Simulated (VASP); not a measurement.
MgS: single point with PBE

The system is MgS.

```
Mg S
1.0
     0.00000    2.62315    2.62315
     2.62315    0.00000    2.62315
     2.62315    2.62315    0.00000
Mg S
1 1
Direct
  0.00000 0.00000 0.00000
  0.50000 0.50000 0.50000
```

This cell differs from its parent crystal: volume scaled by 1.025.

```yaml
Program: VASP 6.6.1
Task: single point
Functional: PBE
Potentials_or_basis: VASP PAW PBE potentials, release 64 (Mg, S)
Cutoff: 600 eV
k_mesh: 10 × 10 × 10
Occupations: fermi-dirac, width 0.03 eV
Spin: no spin polarisation
```

* Pressure: -1.0 GPa
* Band gap on the k mesh: 2.72 eV, indirect (least direct gap 3.52 eV)

Levels at points of the mesh, in eV from the valence-band top:
```csv
k point,band 1,band 2,band 3,band 4,band 5,band 6,band 7,band 8,band 9
"(0.00, 0.00, 0.00)",-12.53,0.00,0.00,0.00,3.52,7.97,7.97,7.97,10.32
"(0.50, 0.00, 0.00)",-11.29,-4.70,-0.56,-0.56,4.51,6.88,6.88,9.84,12.02
"(0.50, 0.50, 0.00)",-10.93,-4.06,-1.63,-1.63,2.72,4.47,11.76,12.75,13.12
```

Wall time 36 s on 1 thread of Intel Xeon 8259CL, with other jobs on the host, peak memory 0.18 GiB.

 A k mesh can miss the band edges.
